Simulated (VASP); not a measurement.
# BaF2 (Fm-3m) in VASP: a series of runs, part 2 of 3

VASP 6.6.1. The steps go on from the part before.

**3. Single point, PBE**

This run uses another cell than the first one, of 20.31 Å³/atom.

Input file INCAR:

```
SYSTEM = BaF2
PREC = Accurate ; ENCUT = 600
EDIFF = 1E-6 ; ISMEAR = 0
SIGMA = 0.02 ; LREAL = .FALSE.
LASPH = .TRUE. ; NELM = 120
ALGO = Normal ; ISIF = 2
LWAVE = .FALSE. ; LCHARG = .FALSE.
GGA = PE ; NBANDS = 19
GGA_COMPAT = .FALSE.
```

Input file KPOINTS:

```
regular mesh
0
G
  6 6 6
  0 0 0
```

Input file POSCAR:

```
BaF2
1.0
    0.0000000000      3.1230009546      3.1230009546
    3.1230009546      0.0000000000      3.1230009546
    3.1230009546      3.1230009546      0.0000000000
Ba F
1 2
Direct
    0.0000000000      0.0000000000      0.0000000000
    0.2500000000      0.2500000000      0.2500000000
    0.7500000000      0.7500000000      0.7500000000
```

Potentials or basis: VASP PAW PBE potentials, release 64 (Ba_sv, F).

On the command line:

```
$ cat potpaw_PBE.64/Ba_sv/POTCAR potpaw_PBE.64/F/POTCAR > POTCAR
$ mpirun -np 1 vasp_std > vasp.out
```

OUTCAR:

```text
SYSTEM = BaF2
   PREC = Accurate
   ENCUT = 600
   EDIFF = 1E-6
   ISMEAR = 0
   LREAL = .FALSE.
   LASPH = .TRUE.
   NELM = 120
   ISIF = 2
   GGA = PE

 ion  position               nearest neighbor table
   1  0.000  0.000  0.000-   3 2.70   3 2.70   3 2.70   2 2.70   3 2.70   2 2.70   2 2.70   2 2.70

   2  0.250  0.250  0.250-   1 2.70   1 2.70   1 2.70   1 2.70
   3  0.750  0.750  0.750-   1 2.70   1 2.70   1 2.70   1 2.70

  LATTYP: Found a face centered cubic cell.
 ALAT       =     6.2460019092

  Lattice vectors:

 A1 = (   0.0000000000,   3.1230009546,   3.1230009546)
 A2 = (   3.1230009546,   0.0000000000,   3.1230009546)
 A3 = (   3.1230009546,   3.1230009546,   0.0000000000)

Analysis of symmetry for initial positions (statically):
=====================================================================
 Subroutine PRICEL returns:
 Original cell was already a primitive cell.

 Routine SETGRP: Setting up the symmetry group for a
 face centered cubic supercell.

 Subroutine GETGRP returns: Found 48 space group operations
 (whereof 48 operations were pure point group operations)
 out of a pool of 48 trial point group operations.

The static configuration has the point symmetry O_h .

Analysis of symmetry for dynamics (positions and initial velocities):
=====================================================================
 Subroutine PRICEL returns:
 Original cell was already a primitive cell.

 Routine SETGRP: Setting up the symmetry group for a
 face centered cubic supercell.

 Subroutine GETGRP returns: Found 48 space group operations
 (whereof 48 operations were pure point group operations)
 out of a pool of 48 trial point group operations.

The dynamic configuration has the point symmetry O_h .

 Subroutine INISYM returns: Found 48 space group operations
 (whereof 48 operations are pure point group operations),
 and found     1 'primitive' translations

----------------------------------------------------------------------------------------

                                     Primitive cell

  volume of cell :      60.9181

  direct lattice vectors                    reciprocal lattice vectors
     0.000000000  3.123000955  3.123000955    -0.160102417  0.160102417  0.160102417
     3.123000955  0.000000000  3.123000955     0.160102417 -0.160102417  0.160102417
     3.123000955  3.123000955  0.000000000     0.160102417  0.160102417 -0.160102417

  length of vectors
     4.416590305  4.416590305  4.416590305     0.277305520  0.277305520  0.277305520

  position of ions in fractional coordinates (direct lattice)
     0.000000000  0.000000000  0.000000000
     0.250000000  0.250000000  0.250000000
     0.750000000  0.750000000  0.750000000

  ion indices of the primitive-cell ions
   primitive index   ion index
                 1           1
                 2           2
                 3           3

----------------------------------------------------------------------------------------

 KPOINTS: regular mesh

Automatic generation of k-mesh.
 Grid dimensions read from file:
 generate k-points for:    6    6    6

 Generating k-lattice:

  Cartesian coordinates                     Fractional coordinates (reciprocal lattice)
    -0.026683736  0.026683736  0.026683736     0.166666667  0.000000000  0.000000000
     0.026683736 -0.026683736  0.026683736     0.000000000  0.166666667  0.000000000
     0.026683736  0.026683736 -0.026683736     0.000000000  0.000000000  0.166666667

  Length of vectors
     0.046217587  0.046217587  0.046217587

  Shift w.r.t. Gamma in fractional coordinates (k-lattice)
     0.000000000  0.000000000  0.000000000

 Subroutine IBZKPT returns following result:
 ===========================================

 Found     16 irreducible k-points:

 Following reciprocal coordinates:
            Coordinates               Weight
  0.000000  0.000000  0.000000      1.000000
  0.166667  0.000000  0.000000      8.000000
  0.333333  0.000000  0.000000      8.000000
  0.500000  0.000000  0.000000      4.000000
  0.166667  0.166667  0.000000      6.000000
  0.333333  0.166667  0.000000     24.000000
[... 8 lines left out ...]
 -0.333333  0.333333  0.166667     24.000000
 -0.333333  0.500000  0.166667     12.000000
   k-points           NKPTS =     16   k-points in BZ     NKDIM =     16   number of bands    NBANDS=     19
   number of dos      NEDOS =    301   number of ions     NIONS =      3
   total plane-waves  NPLWV =  46656
   dimension x,y,z NGX =    36 NGY =   36 NGZ =   36
   dimension x,y,z NGXF=    72 NGYF=   72 NGZF=   72
   ions per type =               1   2
   NGX,Y,Z   is equivalent  to a cutoff of  13.55, 13.55, 13.55 a.u.
   NGXF,Y,Z  is equivalent  to a cutoff of  27.10, 27.10, 27.10 a.u.
 SYSTEM =  BaF2
   PREC   = accura    normal or accurate (medium, high low for compatibility)
   ISTART =      0    job   : 0-new  1-cont  2-samecut
   ICHARG =      2    charge: 1-file 2-atom 10-const
   ISPIN  =      1    spin polarized calculation?
   LNONCOLLINEAR =      F non collinear calculations
   LSORBIT =      F    spin-orbit coupling
   LASPH  =      T    aspherical Exc in radial PAW
   ENCUT  =  600.0 eV  44.10 Ry    6.64 a.u.   8.82  8.82  8.82*2*pi/ulx,y,z
   NELM   =    120;   NELMIN=  2; NELMDL= -5     # of ELM steps
   EDIFF  = 0.1E-05   stopping-criterion for ELM
   LREAL  =      F    real-space projection
   EDIFFG = 0.1E-04   stopping-criterion for IOM
   NSW    =      0    number of steps for IOM
   IBRION =     -1    ionic relax: 0-MD 1-quasi-New 2-CG
   NFREE  =      0    steps in history (QN), initial steepest desc. (CG)
   ISIF   =      2    stress and relaxation
   ISYM   =      2    0-nonsym 1-usesym 2-fastsym
   POTIM  = 0.5000    time-step for ionic-motion
   TEBEG  =    0.0;   TEEND  =   0.0 temperature during run
   PSTRESS=    0.0 pullay stress
   NELECT =      24.0000    total number of electrons
   NUPDOWN=      -1.0000    fix difference up-down
   EMIN   =  10.00;   EMAX   =-10.00  energy-range for DOS
   EFERMI =   0.00;   METHOD = LEGACY
   ISMEAR =     0;   SIGMA  =   0.02  broadening in eV -4-tet -1-fermi 0-gaus
   EFERMI_NEDOS =   21; number of points for ismear=-14 and -15
   IALGO  =     38    algorithm
   IMIX   =      4    mixing-type and parameters
     AMIX     =   0.40;   BMIX     =  1.00
     AMIX_MAG =   1.60;   BMIX_MAG =  1.00
  volume/ion in A,a.u.               =      20.31       137.03
  Fermi-wavevector in a.u.,A,eV,Ry     =   1.200134  2.267925 19.596770  1.440322
  Thomas-Fermi vector in A             =   2.335978
   LORBIT       =      0    0 simple, 1 ext, 2 COOP (PROOUT), +10 PAW based schemes
   GGA     = PE    functional components
   LHFCALC =     F    Hartree Fock is set to
   AEXX    =    0.0000 exact exchange contribution
   IVDW    =     0    specifies the selected vdW correction
   LEPSILON=     F    determine dielectric tensor
   LRPA    =     F    only Hartree local field effects (RPA)
 non-spin polarized calculation
 Gauss-broadening in eV      SIGMA  =   0.02
  energy-cutoff  :      600.00
  volume of cell :       60.92
 maximum number of plane-waves:      2085
   NGX = 17   NGY = 17   NGZ = 17

 number of electron      24.0000013 magnetization

 Free energy of the ion-electron system (eV)
  ---------------------------------------------------
  ext. energy  EPLUGINS =         0.00000000
  ---------------------------------------------------
  free energy    TOTEN  =       -17.12816699 eV

  energy without entropy =      -17.12816699  energy(sigma->0) =      -17.12816699

 E-fermi :  -1.9650     XC(G=0):  -8.5998

 val. band max:       -2.1702555120   @ k =  -0.1667   0.1667   0.0000
 cond. band min:       4.5066419705   @ k =   0.0000   0.0000   0.0000
 fundamental gap:      6.6768974825
 Fermi energy:        -1.9650069862

 k-point     1 :       0.0000    0.0000    0.0000
  band No.  band energies     occupation
      1     -25.3197      2.00000
      2     -21.0596      2.00000
      3     -21.0385      2.00000
      4     -10.1870      2.00000
      5     -10.1870      2.00000
      6     -10.1870      2.00000
[... 11 lines left out ...]
     18       9.0491      0.00000
     19      13.1360      0.00000
[... 309 lines left out ...]
 k-point    16 :      -0.3333    0.5000    0.1667
  band No.  band energies     occupation
      1     -25.0690      2.00000
      2     -21.3122      2.00000
      3     -21.2220      2.00000
      4     -10.5542      2.00000
      5     -10.4178      2.00000
      6     -10.1686      2.00000
[... 11 lines left out ...]
     18      12.0570      0.00000
     19      12.2837      0.00000

------------------------ aborting loop because EDIFF is reached ----------------------------------------

  FORCE on cell =-STRESS in cart. coord.  units (eV):
  Direction    XX          YY          ZZ          XY          YZ          ZX
  --------------------------------------------------------------------------------------
  -------------------------------------------------------------------------------------
  Total        0.3469474      0.3469474      0.3469474     -0.0000000      0.0000000     -0.0000000
  in kB        9.1248941      9.1248941      9.1248941     -0.0000000      0.0000000     -0.0000000
  external PRESSURE =       9.1248941 kB  Pullay stress =       0.0000000 kB

 VOLUME and BASIS-vectors are now :
 -----------------------------------------------------------------------------
  energy-cutoff  :      600.00
  volume of cell :       60.92
      direct lattice vectors                 reciprocal lattice vectors
     0.000000000  3.123000955  3.123000955    -0.160102417  0.160102417  0.160102417
     3.123000955  0.000000000  3.123000955     0.160102417 -0.160102417  0.160102417
     3.123000955  3.123000955  0.000000000     0.160102417  0.160102417 -0.160102417

 POSITION                                       TOTAL-FORCE (eV/Angst)
 -----------------------------------------------------------------------------------
      0.00000      0.00000      0.00000         0.000000      0.000000      0.000000
      1.56150      1.56150      1.56150        -0.000000      0.000000      0.000000
      4.68450      4.68450      4.68450         0.000000     -0.000000     -0.000000
 -----------------------------------------------------------------------------------
    total drift:                                0.000000      0.000000      0.000000

  FREE ENERGIE OF THE ION-ELECTRON SYSTEM (eV)
  ---------------------------------------------------
  free  energy   TOTEN  =       -17.1281669894 eV

  energy  without entropy=      -17.1281669894  energy(sigma->0) =      -17.12816699
```

It took 36 s on 1 thread of AMD EPYC 7R13, shared host; peak memory 0.18 GiB.

Results:

```yaml
Free_energy: -17.1282 eV
Pressure: 0.9 GPa
Band_gap_on_the_k_mesh: 6.68 eV (least direct gap 6.73 eV)
```

Caveat: spin-orbit coupling is left out, which moves the levels of the heavy elements. A k mesh can miss the band edges.

**4. Single point, PBE (20.92 Å³/atom)**

This run uses another cell than the first one, of 20.92 Å³/atom.

Input file INCAR:

```
ALGO = Normal ; EDIFF = 1E-6
ENCUT = 600 ; GGA = PE
GGA_COMPAT = False ; ISIF = 2
ISMEAR = 0 ; LASPH = True
LCHARG = True ; LELF = True
LREAL = False ; LVHAR = True
LWAVE = False ; NBANDS = 19
NELM = 120 ; PREC = Accurate
SIGMA = 0.02
```

Input file KPOINTS:

```
k-points
0
Gamma
  6 6 6
```

Input file POSCAR:

```
BaF2
1.0
    0.0000000000      3.1539237672      3.1539237672
    3.1539237672      0.0000000000      3.1539237672
    3.1539237672      3.1539237672      0.0000000000
Ba F
1 2
Direct
    0.0000000000      0.0000000000      0.0000000000
    0.2500000000      0.2500000000      0.2500000000
    0.7500000000      0.7500000000      0.7500000000
```

Potentials or basis: VASP PAW PBE potentials, release 64 (Ba_sv, F).

On the command line:

```
$ cat potpaw_PBE.64/Ba_sv/POTCAR potpaw_PBE.64/F/POTCAR > POTCAR
$ mpirun -np 1 vasp_std > vasp.out
```

OUTCAR:

```text
EDIFF = 1E-6
   ENCUT = 600
   GGA = PE
   ISIF = 2
   ISMEAR = 0
   LASPH = True
   LREAL = False
   NELM = 120
   PREC = Accurate

 ion  position               nearest neighbor table
   1  0.000  0.000  0.000-   3 2.73   3 2.73   3 2.73   2 2.73   3 2.73   2 2.73   2 2.73   2 2.73

   2  0.250  0.250  0.250-   1 2.73   1 2.73   1 2.73   1 2.73
   3  0.750  0.750  0.750-   1 2.73   1 2.73   1 2.73   1 2.73

  LATTYP: Found a face centered cubic cell.
 ALAT       =     6.3078475344

  Lattice vectors:

 A1 = (   0.0000000000,   3.1539237672,   3.1539237672)
 A2 = (   3.1539237672,   0.0000000000,   3.1539237672)
 A3 = (   3.1539237672,   3.1539237672,   0.0000000000)

Analysis of symmetry for initial positions (statically):
=====================================================================
 Subroutine PRICEL returns:
 Original cell was already a primitive cell.

 Routine SETGRP: Setting up the symmetry group for a
 face centered cubic supercell.

[... 154 lines left out ...]
  ---------------------------------------------------
  free energy    TOTEN  =       -17.13241578 eV

  energy without entropy =      -17.13241578  energy(sigma->0) =      -17.13241578

 E-fermi :  -2.0945     XC(G=0):  -8.4665

 val. band max:       -2.2781266795   @ k =  -0.1667   0.1667   0.0000
 cond. band min:       4.2660981284   @ k =   0.0000   0.0000   0.0000
 fundamental gap:      6.5442248079
 Fermi energy:        -2.0945476369

 k-point     1 :       0.0000    0.0000    0.0000
  band No.  band energies     occupation
      1     -25.5218      2.00000
      2     -21.1377      2.00000
      3     -21.1290      2.00000
      4     -10.4225      2.00000
      5     -10.4225      2.00000
      6     -10.4225      2.00000
[... 329 lines left out ...]
      6     -10.4100      2.00000
[... 11 lines left out ...]
     18      11.6467      0.00000
     19      11.8270      0.00000

------------------------ aborting loop because EDIFF is reached ----------------------------------------

  FORCE on cell =-STRESS in cart. coord.  units (eV):
  Direction    XX          YY          ZZ          XY          YZ          ZX
  --------------------------------------------------------------------------------------
  -------------------------------------------------------------------------------------
  Total       -0.2765206     -0.2765206     -0.2765206      0.0000000      0.0000000     -0.0000000
  in kB       -7.0608101     -7.0608101     -7.0608101      0.0000000      0.0000000     -0.0000000
  external PRESSURE =      -7.0608101 kB  Pullay stress =       0.0000000 kB

 VOLUME and BASIS-vectors are now :
 -----------------------------------------------------------------------------
  energy-cutoff  :      600.00
  volume of cell :       62.75
      direct lattice vectors                 reciprocal lattice vectors
     0.000000000  3.153923767  3.153923767    -0.158532684  0.158532684  0.158532684
     3.153923767  0.000000000  3.153923767     0.158532684 -0.158532684  0.158532684
     3.153923767  3.153923767  0.000000000     0.158532684  0.158532684 -0.158532684

 POSITION                                       TOTAL-FORCE (eV/Angst)
 -----------------------------------------------------------------------------------
      0.00000      0.00000      0.00000         0.000000      0.000000      0.000000
      1.57696      1.57696      1.57696        -0.000000     -0.000000      0.000000
      4.73089      4.73089      4.73089        -0.000000      0.000000     -0.000000
 -----------------------------------------------------------------------------------
    total drift:                                0.000000      0.000000      0.000000

  FREE ENERGIE OF THE ION-ELECTRON SYSTEM (eV)
  ---------------------------------------------------
  free  energy   TOTEN  =       -17.1324157762 eV

  energy  without entropy=      -17.1324157762  energy(sigma->0) =      -17.13241578
```

OSZICAR:

```text
N       E                     dE             d eps       ncg     rms          rms(c)
DAV:   1     0.159575169853E+03    0.15958E+03   -0.14054E+04   608   0.131E+03
DAV:   2    -0.105960114665E+02   -0.17017E+03   -0.16507E+03   720   0.271E+02
DAV:   3    -0.187805190650E+02   -0.81845E+01   -0.81508E+01   761   0.613E+01
DAV:   4    -0.189244830804E+02   -0.14396E+00   -0.14377E+00   712   0.716E+00
DAV:   5    -0.189275819786E+02   -0.30989E-02   -0.30988E-02   725   0.894E-01    0.837E+00
DAV:   6    -0.171200109284E+02    0.18076E+01   -0.78697E+00   632   0.206E+01    0.400E+00
DAV:   7    -0.171051703839E+02    0.14841E-01   -0.25169E-01   658   0.392E+00    0.206E+00
DAV:   8    -0.171224272925E+02   -0.17257E-01   -0.65813E-02   630   0.277E+00    0.278E-01
DAV:   9    -0.171291606567E+02   -0.67334E-02   -0.88501E-03   672   0.666E-01    0.141E-01
DAV:  10    -0.171323939649E+02   -0.32333E-02   -0.31592E-03   640   0.368E-01    0.342E-02
DAV:  11    -0.171323875075E+02    0.64573E-05   -0.84862E-05   695   0.719E-02    0.167E-02
DAV:  12    -0.171324154156E+02   -0.27908E-04   -0.35858E-05   649   0.418E-02    0.357E-03
DAV:  13    -0.171324157762E+02   -0.36064E-06   -0.45644E-07   608   0.510E-03
   1 F= -.17132416E+02 E0= -.17132416E+02  d E =-.160879E-39
```

Run time: 39 s. Hardware: 1 thread of AMD EPYC 7R13, shared host; peak memory 0.18 GiB.

What came out:

* Free energy: -17.1324 eV
* Pressure: -0.7 GPa
* Band gap on the k mesh: 6.54 eV (least direct gap 6.59 eV)

Caveat: spin-orbit coupling is left out, which moves the levels of the heavy elements.

(Part 2 of 3 ends here.)
